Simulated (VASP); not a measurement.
# C (C2/m) in VASP: further runs

C is run at these levels: PBEsol; tasks: single point.

Program: VASP 6.6.1. These are calculated values, not measurements. Logs are shortened: lines on timing, memory, paths and dates and some standing lists are left out, and cuts for length are marked.

## (1) The cell of the first run

Symmetry: C2/m, No. 12, monoclinic system. Conventional cell: a = 4.396 Å, b = 2.538 Å, c = 3.782 Å, α = 90.00°, β = 112.14°, γ = 90.00°. Within 2.0 Å of C (site symmetry m) lie 3 C at 1.47 Å.

## (2) Single point, PBEsol

INCAR reads:

```
SYSTEM = C
  PREC = Accurate
  ENCUT = 520
  EDIFF = 1E-6
  ISMEAR = -1
  SIGMA = 0.05
  LREAL = .False.
  LASPH = .True.
  NELM = 80
  ALGO = Normal
  ISIF = 2
  LWAVE = .False.
  LCHARG = .False.
  GGA = PS
  NBANDS = 11
```

KPOINTS reads:

```
regular mesh
0
Gamma
  16 16 10
  0 0 0
```

POSCAR reads:

```
C
1.0
    2.1982306667     -1.2692247333      0.0000000000
    2.1982306667      1.2692247333      0.0000000000
   -1.4250390000      0.0000000000      3.5028300000
C
2
Direct
    0.8333560000      0.8333560000      0.0000930000
    0.1666440000      0.1666440000      0.9999070000
```

Potentials or basis: VASP PAW PBE potentials, release 64 (C).

The run is started by

```console
> cat potpaw_PBE.64/C/POTCAR > POTCAR
> mpirun -np 1 vasp_std > vasp.out
```

OUTCAR:

```text
SYSTEM = C
   PREC = Accurate
   ENCUT = 520
   EDIFF = 1E-6
   ISMEAR = -1
   LREAL = .False.
   LASPH = .True.
   NELM = 80
   ISIF = 2
   GGA = PS

 ion  position               nearest neighbor table
   1  0.833  0.833  0.000-   2 1.47   2 1.47   2 1.47
   2  0.167  0.167  1.000-   1 1.47   1 1.47   1 1.47

  LATTYP: Found a base centered monoclinic cell.
 ALAT       =     4.3964613334
 B/A-ratio  =     0.5773846906
 C/A-ratio  =     0.8601479837
 COS(beta)  =    -0.3768342050

  Lattice vectors:

 A1 = (   2.1982306667,  -1.2692247333,   0.0000000000)
 A2 = (   2.1982306667,   1.2692247333,   0.0000000000)
 A3 = (  -1.4250390000,   0.0000000000,   3.5028300000)

Analysis of symmetry for initial positions (statically):
=====================================================================
 Subroutine PRICEL returns:
 Original cell was already a primitive cell.

 Routine SETGRP: Setting up the symmetry group for a
 base centered monoclinic supercell.

 Subroutine GETGRP returns: Found  4 space group operations
 (whereof  4 operations were pure point group operations)
 out of a pool of  4 trial point group operations.

The static configuration has the point symmetry C_2h.

Analysis of symmetry for dynamics (positions and initial velocities):
=====================================================================
 Subroutine PRICEL returns:
 Original cell was already a primitive cell.

 Routine SETGRP: Setting up the symmetry group for a
 base centered monoclinic supercell.

 Subroutine GETGRP returns: Found  4 space group operations
 (whereof  4 operations were pure point group operations)
 out of a pool of  4 trial point group operations.

The dynamic configuration has the point symmetry C_2h.

 Subroutine INISYM returns: Found  4 space group operations
 (whereof  4 operations are pure point group operations),
 and found     1 'primitive' translations

----------------------------------------------------------------------------------------

                                     Primitive cell

  volume of cell :      19.5461

  direct lattice vectors                    reciprocal lattice vectors
     2.198230667 -1.269224733  0.000000000     0.227455657 -0.393941267  0.092534660
     2.198230667  1.269224733  0.000000000     0.227455657  0.393941267  0.092534660
    -1.425039000  0.000000000  3.502830000     0.000000000  0.000000000  0.285483452

  length of vectors
     2.538335968  2.538335968  3.781607351     0.464207347  0.464207347  0.285483452

  position of ions in fractional coordinates (direct lattice)
     0.833356000  0.833356000  0.000093000
     0.166644000  0.166644000  0.999907000

  ion indices of the primitive-cell ions
   primitive index   ion index
                 1           1
                 2           2

----------------------------------------------------------------------------------------

 KPOINTS: regular mesh

Automatic generation of k-mesh.
 Grid dimensions read from file:
 generate k-points for:   16   16   10

 Generating k-lattice:

  Cartesian coordinates                     Fractional coordinates (reciprocal lattice)
     0.014215979 -0.024621329  0.005783416     0.062500000  0.000000000  0.000000000
     0.014215979  0.024621329  0.005783416     0.000000000  0.062500000  0.000000000
     0.000000000  0.000000000  0.028548345     0.000000000  0.000000000  0.100000000

  Length of vectors
     0.029012959  0.029012959  0.028548345

  Shift w.r.t. Gamma in fractional coordinates (k-lattice)
     0.000000000  0.000000000  0.000000000

 Subroutine IBZKPT returns following result:
 ===========================================

 Found    690 irreducible k-points:

 Following reciprocal coordinates:
            Coordinates               Weight
  0.000000  0.000000  0.000000      1.000000
  0.062500  0.000000  0.000000      4.000000
  0.125000  0.000000  0.000000      4.000000
  0.187500  0.000000 -0.000000      4.000000
  0.250000  0.000000  0.000000      4.000000
  0.312500  0.000000 -0.000000      4.000000
[... 16 lines left out ...]
 -0.125000  0.062500  0.000000      4.000000
 -0.062500  0.062500  0.000000      2.000000
 [... further k-points ...]
   k-points           NKPTS =    690   k-points in BZ     NKDIM =    690   number of bands    NBANDS=     11
   number of dos      NEDOS =    301   number of ions     NIONS =      2
   total plane-waves  NPLWV =  11200
   dimension x,y,z NGX =    20 NGY =   20 NGZ =   28
   dimension x,y,z NGXF=    40 NGYF=   40 NGZF=   56
   ions per type =               2
   NGX,Y,Z   is equivalent  to a cutoff of  13.10, 13.10, 12.31 a.u.
   NGXF,Y,Z  is equivalent  to a cutoff of  26.20, 26.20, 24.62 a.u.
 SYSTEM =  C
   PREC   = accura    normal or accurate (medium, high low for compatibility)
   ISTART =      0    job   : 0-new  1-cont  2-samecut
   ICHARG =      2    charge: 1-file 2-atom 10-const
   ISPIN  =      1    spin polarized calculation?
   LNONCOLLINEAR =      F non collinear calculations
   LSORBIT =      F    spin-orbit coupling
   LASPH  =      T    aspherical Exc in radial PAW
   ENCUT  =  520.0 eV  38.22 Ry    6.18 a.u.   4.72  4.72  7.03*2*pi/ulx,y,z
   NELM   =     80;   NELMIN=  2; NELMDL= -5     # of ELM steps
   EDIFF  = 0.1E-05   stopping-criterion for ELM
   LREAL  =      F    real-space projection
   EDIFFG = 0.1E-04   stopping-criterion for IOM
   NSW    =      0    number of steps for IOM
   IBRION =     -1    ionic relax: 0-MD 1-quasi-New 2-CG
   NFREE  =      0    steps in history (QN), initial steepest desc. (CG)
   ISIF   =      2    stress and relaxation
   ISYM   =      2    0-nonsym 1-usesym 2-fastsym
   POTIM  = 0.5000    time-step for ionic-motion
   TEBEG  =    0.0;   TEEND  =   0.0 temperature during run
   PSTRESS=    0.0 pullay stress
   NELECT =       8.0000    total number of electrons
   NUPDOWN=      -1.0000    fix difference up-down
   EMIN   =  10.00;   EMAX   =-10.00  energy-range for DOS
   EFERMI =   0.00;   METHOD = LEGACY
   ISMEAR =    -1;   SIGMA  =   0.05  broadening in eV -4-tet -1-fermi 0-gaus
   EFERMI_NEDOS =   21; number of points for ismear=-14 and -15
   IALGO  =     38    algorithm
   IMIX   =      4    mixing-type and parameters
     AMIX     =   0.40;   BMIX     =  1.00
     AMIX_MAG =   1.60;   BMIX_MAG =  1.00
  volume/ion in A,a.u.               =       9.77        65.95
  Fermi-wavevector in a.u.,A,eV,Ry     =   1.215490  2.296942 20.101448  1.477415
  Thomas-Fermi vector in A             =   2.350875
   LORBIT       =      0    0 simple, 1 ext, 2 COOP (PROOUT), +10 PAW based schemes
   GGA     = PS    functional components
   LHFCALC =     F    Hartree Fock is set to
   AEXX    =    0.0000 exact exchange contribution
   IVDW    =     0    specifies the selected vdW correction
   LEPSILON=     F    determine dielectric tensor
   LRPA    =     F    only Hartree local field effects (RPA)
 non-spin polarized calculation
  energy-cutoff  :      520.00
  volume of cell :       19.55
 maximum number of plane-waves:       536
   NGX =  9   NGY =  9   NGZ = 13

 number of electron       8.0000001 magnetization

 Free energy of the ion-electron system (eV)
  ---------------------------------------------------
  ext. energy  EPLUGINS =         0.00000000
  ---------------------------------------------------
  free energy    TOTEN  =       -19.16387361 eV

  energy without entropy =      -19.16384541  energy(sigma->0) =      -19.16385951

 E-fermi :   3.7804     XC(G=0): -10.0746

 val. band max:        3.5431411684   @ k =  -0.3125   0.3125   0.0000
 cond. band min:       4.0247706463   @ k =  -0.3125   0.3750   0.3000
 fundamental gap:      0.4816294779
 Fermi energy:         3.7804053826

 k-point     1 :       0.0000    0.0000    0.0000
  band No.  band energies     occupation
      1     -15.1643      2.00000
      2      -2.4557      2.00000
      3       0.7263      2.00000
      4       0.7298      2.00000
      5       7.7890      0.00000
      6      11.5009      0.00000
      7      11.5038      0.00000
      8      14.1032      0.00000
      9      14.5244      0.00000
     10      25.0231      0.00000
     11      27.4117      0.00000

 k-point     2 :       0.0625    0.0000    0.0000
  band No.  band energies     occupation
      1     -15.0751      2.00000
      2      -2.3649      2.00000
      3       0.3638      2.00000
      4       0.5495      2.00000
      5       7.9153      0.00000
      6      11.5398      0.00000
      7      11.8679      0.00000
      8      13.8135      0.00000
      9      14.7074      0.00000
     10      25.3025      0.00000
     11      26.9181      0.00000

 k-point     3 :       0.1250    0.0000    0.0000
  band No.  band energies     occupation
      1     -14.8079      2.00000
      2      -2.0935      2.00000
      3      -0.6106      2.00000
      4       0.0849      2.00000
      5       8.2931      0.00000
      6      11.5292      0.00000
      7      12.8821      0.00000
      8      13.0053      0.00000
      9      15.3045      0.00000
     10      25.3392      0.00000
     11      26.1346      0.00000

 k-point     4 :       0.1875    0.0000   -0.0000
  band No.  band energies     occupation
      1     -14.3649      2.00000
      2      -1.9649      2.00000
      3      -1.6448      2.00000
      4      -0.5148      2.00000
      5       8.9169      0.00000
      6      11.3537      0.00000
      7      11.8257      0.00000
      8      14.3752      0.00000
      9      16.2725      0.00000
     10      23.6422      0.00000
     11      26.2137      0.00000
[... 239 lines left out ...]
 k-point    22 :      -0.1875    0.0625    0.0000
  band No.  band energies     occupation
      1     -14.0199      2.00000
      2      -2.7490      2.00000
      3      -1.2237      2.00000
      4      -1.0731      2.00000
      5       9.2625      0.00000
      6      10.9305      0.00000
      7      11.6234      0.00000
      8      14.7020      0.00000
      9      17.3988      0.00000
     10      22.1195      0.00000
     11      26.0752      0.00000

 k-point    23 :      -0.1250    0.0625    0.0000
  band No.  band energies     occupation
      1     -14.5468      2.00000
      2      -1.7767      2.00000
      3      -1.3567      2.00000
      4      -0.4171      2.00000
      5       8.5655      0.00000
      6      11.7412      0.00000
      7      12.2747      0.00000
      8      13.3309      0.00000
      9      16.0934      0.00000
     10      23.8494      0.00000
     11      26.5083      0.00000

 k-point    24 :      -0.0625    0.0625    0.0000
  band No.  band energies     occupation
      1     -14.8994      2.00000
      2      -2.1593      2.00000
      3      -0.2651      2.00000
      4       0.1877      2.00000
      5       8.1142      0.00000
      6      11.6763      0.00000
      7      12.3985      0.00000
      8      13.2626      0.00000
      9      15.1380      0.00000
     10      25.7041      0.00000
     11      25.8105      0.00000

 [... further k-points ...]

------------------------ aborting loop because EDIFF is reached ----------------------------------------

  FORCE on cell =-STRESS in cart. coord.  units (eV):
  Direction    XX          YY          ZZ          XY          YZ          ZX
  --------------------------------------------------------------------------------------
  -------------------------------------------------------------------------------------
  Total       -3.9873046     -3.9968169      0.0598999      0.0000000      0.0000000     -0.0040235
  in kB     -326.8354436   -327.6151592      4.9099377      0.0000000      0.0000000     -0.3298008
  external PRESSURE =    -216.5135550 kB  Pullay stress =       0.0000000 kB

 VOLUME and BASIS-vectors are now :
 -----------------------------------------------------------------------------
  energy-cutoff  :      520.00
  volume of cell :       19.55
      direct lattice vectors                 reciprocal lattice vectors
     2.198230667 -1.269224733  0.000000000     0.227455657 -0.393941267  0.092534660
     2.198230667  1.269224733  0.000000000     0.227455657  0.393941267  0.092534660
    -1.425039000  0.000000000  3.502830000     0.000000000  0.000000000  0.285483452

 POSITION                                       TOTAL-FORCE (eV/Angst)
 -----------------------------------------------------------------------------------
      3.66368      0.00000      0.00033         0.001635      0.000000     -0.000283
     -0.69226      0.00000      3.50250        -0.001635      0.000000      0.000283
 -----------------------------------------------------------------------------------
    total drift:                                0.000000      0.000000     -0.000000

  FREE ENERGIE OF THE ION-ELECTRON SYSTEM (eV)
  ---------------------------------------------------
  free  energy   TOTEN  =       -19.1638736112 eV

  energy  without entropy=      -19.1638454092  energy(sigma->0) =      -19.16385951
```

Wall time 39 s (1 thread of Intel Xeon 6975P-C (Granite Rapids), shared host); peak memory 0.22 GiB.

What came out:

| Property | Result |
| --- | --- |
| Free energy | -19.1639 eV |
| Pressure | -21.7 GPa |
| Band gap on the k mesh | 0.48 eV, indirect (least direct gap 0.49 eV) |

Stress tensor (GPa, compression positive):
```
-32.68   0.00  -0.03
  0.00 -32.76   0.00
 -0.03   0.00   0.49
```

Caveat: the PAW data sets were made with another functional, which shifts forces and pressure a little; this functional lacks dispersion, which binds the layers, so the pressure and a relaxed spacing across them are unreliable.

## (3) Single point, PBEsol

This run uses another cell than the first one, of 10.09 Å³/atom, 1.033 times its volume.

INCAR reads:

```
  PREC = Accurate
  ENCUT = 520
  EDIFF = 1E-7
  ISMEAR = -1
  SIGMA = 0.05
  LREAL = F
  LASPH = T
  NELM = 80
  ALGO = Normal
  ISIF = 2
  LWAVE = F
  LCHARG = F
  GGA = PS
  NBANDS = 11
```

KPOINTS reads:

```
Automatic mesh
0
Gamma
  16 16 10
```

POSCAR reads:

```
C
1.0
    2.2336860000     -1.2896961000      0.0000000000
    2.2336860000      1.2896961000      0.0000000000
   -1.4480235000      0.0000000000      3.5028300000
C
2
Direct
    0.8333560000      0.8333560000      0.0000930000
    0.1666440000      0.1666440000      0.9999070000
```

Potentials or basis: VASP PAW PBE potentials, release 64 (C).

The run is started by

```console
> cat potpaw_PBE.64/C/POTCAR > POTCAR
> mpirun -np 1 vasp_std > vasp.out
```

It took 50 s on 1 thread of Intel Xeon 6975P-C (Granite Rapids), shared host; peak memory 0.22 GiB.

The run converged. Its results:

* Free energy: -19.0069 eV
* Pressure: -30.6 GPa
* Band gap on the k mesh: 0.42 eV, indirect (least direct gap 0.44 eV)

Forces in eV/Å, atoms in the order of the input:
```
C    0.001  0.000  0.002
C   -0.001  0.000 -0.002
```

Stress tensor (GPa, compression positive):
```
-46.15   0.00  -0.03
  0.00 -46.23   0.00
 -0.03   0.00   0.53
```

Levels at points of the mesh, in eV from the valence-band top:
```csv
k point,band 1,band 2,band 3,band 4,band 5,band 6,band 7,band 8,band 9
"(0.00, 0.00, 0.00)",-18.37,-5.71,-2.85,-2.85,4.39,7.64,7.64,9.95,10.00
"(0.50, 0.00, 0.00)",-13.61,-12.27,-5.83,-1.62,2.02,6.40,11.25,11.85,17.19
"(0.50, 0.50, 0.00)",-13.52,-12.20,-5.87,-2.22,1.47,6.10,12.32,14.07,17.60
"(0.00, 0.00, 0.50)",-18.14,-7.41,-2.86,-2.86,7.59,7.60,9.81,9.95,10.17
"(0.50, 0.00, 0.50)",-13.51,-12.20,-5.87,-2.26,1.42,6.10,12.39,14.29,17.59
"(0.50, 0.50, 0.50)",-13.60,-12.27,-5.83,-1.67,1.96,6.40,11.32,12.00,17.21
```

Caveat: the PAW data sets were made with another functional, which shifts forces and pressure a little; this functional lacks dispersion, which binds the layers, so the pressure and a relaxed spacing across them are unreliable. PBEsol gaps usually lie below the measured ones, often by a third to a half.
